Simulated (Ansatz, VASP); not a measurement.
## Two plane-wave programs on Ge2P

File INCAR:

```
SYSTEM = Ge2P
  PREC = Accurate
  ENCUT = 600
  EDIFF = 1E-7
  ISMEAR = 0
  SIGMA = 0.1
  LREAL = .False.
  LASPH = .True.
  NELM = 80
  ALGO = Normal
  ISIF = 3
  LWAVE = .False.
  LCHARG = .False.
  GGA = PE
  IBRION = 2
  NSW = 90
  EDIFFG = -0.04
```

File KPOINTS:

```
regular mesh
0
Gamma
  6 6 6
  0 0 0
```

The input POSCAR:

```
Ge2P
1.0
    0.0000000000      3.1817577029      3.1817577029
    3.1817577029      0.0000000000      3.1817577029
    3.1817577029      3.1817577029      0.0000000000
Ge P
2 1
Direct
    0.2500000000      0.2500000000      0.2500000000
    0.7500000000      0.7500000000      0.7500000000
    0.0000000000      0.0000000000      0.0000000000
```

Input for Ansatz:

```yaml
crystal:
  lattice:
    - [0.0, 3.1817577029, 3.1817577029]
    - [3.1817577029, 0.0, 3.1817577029]
    - [3.1817577029, 3.1817577029, 0.0]
  atoms:
    - { symbol: Ge, position: [0.25, 0.25, 0.25] }
    - { symbol: Ge, position: [0.75, 0.75, 0.75] }
    - { symbol: P, position: [0.0, 0.0, 0.0] }
basis:
  ecutwfc: 420
kpoints:
  mp_grid: { grid: [6, 6, 6] }
hamiltonian:
  xc: pbe
scf:
  occupations: { method: gaussian, width: 0.1 }
  lower_state_search: "off"
output:
  forces: true
  stress: true
  eigenvalues: true
relax:
  adjacent_minimum: "off"
  f_tol: 0.04
  max_steps: 70
  cell: { stress_tol: 0.4 }
```

Change from the starting cell: species swapped into the K2Te type (Fm-3m, No. 225).

Alike in both runs: task relaxation of cell and atoms; functional PBE; k mesh 6 × 6 × 6; occupations gaussian, width 0.1 eV; no spin polarisation.

|  | VASP | Ansatz |
| --- | --- | --- |
| version | VASP 6.6.1 | Ansatz 0.2.0 |
| potentials or method | VASP PAW PBE potentials, release 64 (Ge_d, P), cutoff 600 eV | scalar-relativistic, plane waves, PAW |
| valence electrons in the cell | 33 | 33 |

|  | VASP | Ansatz | Ansatz less VASP |
| --- | --- | --- | --- |
| gap on the k mesh at the Fermi level, each at its own relaxed structure (eV) | none | none | - |
| relaxed volume (Å³/atom) | 20.43 | 20.44 | +0.013 |
| relaxed cell length with the largest relative difference (Å) | 4.425 | 4.426 | +0.0009 |

A gap of «none» marks a metal or a gap that the smearing closes.
